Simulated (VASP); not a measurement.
A run of VASP 6.6.1 is set up as follows.

File INCAR:

```
  ALGO = Normal
  EDIFF = 1E-7
  ENCUT = 520
  GGA = PS
  ISIF = 2
  ISMEAR = -1
  LASPH = T
  LCHARG = F
  LREAL = F
  LWAVE = F
  NBANDS = 24
  NELM = 80
  PREC = Accurate
  SIGMA = 0.01
```

Contents of KPOINTS:

```
k-points
0
Gamma
  9 9 5
```

File POSCAR:

```
TaN
1.0
    3.0784819984      0.0000000000      0.0000000000
   -1.5392409992      2.6660436156      0.0000000000
    0.0000000000      0.0000000000      4.9180000000
Ta N
2 2
Direct
    0.0000000000      0.0000000000      0.0000000000
    0.0000000000      0.0000000000      0.5000000000
    0.3333333333      0.6666666667      0.2500000000
    0.6666666667      0.3333333333      0.7500000000
```

Potentials or basis: VASP PAW PBE potentials, release 64 (Ta_pv, N).

Command:

```console
$ cat potpaw_PBE.64/Ta_pv/POTCAR potpaw_PBE.64/N/POTCAR > POTCAR
$ mpirun -np 1 vasp_std > vasp.out
```

(1) Estimate the band gap on the k mesh.

(2) Predict the pressure.

Results:

(1) zero (band 16 reaches 10.12 eV, above the bottom of band 17 at 7.58 eV).

(2) 41.2 GPa.

Caveat: the cell differs from its parent crystal (equal xx and yy strain of +1 %); the PAW data sets were made with another functional, which shifts forces and pressure a little; spin-orbit coupling is left out, which moves the levels of the heavy elements.
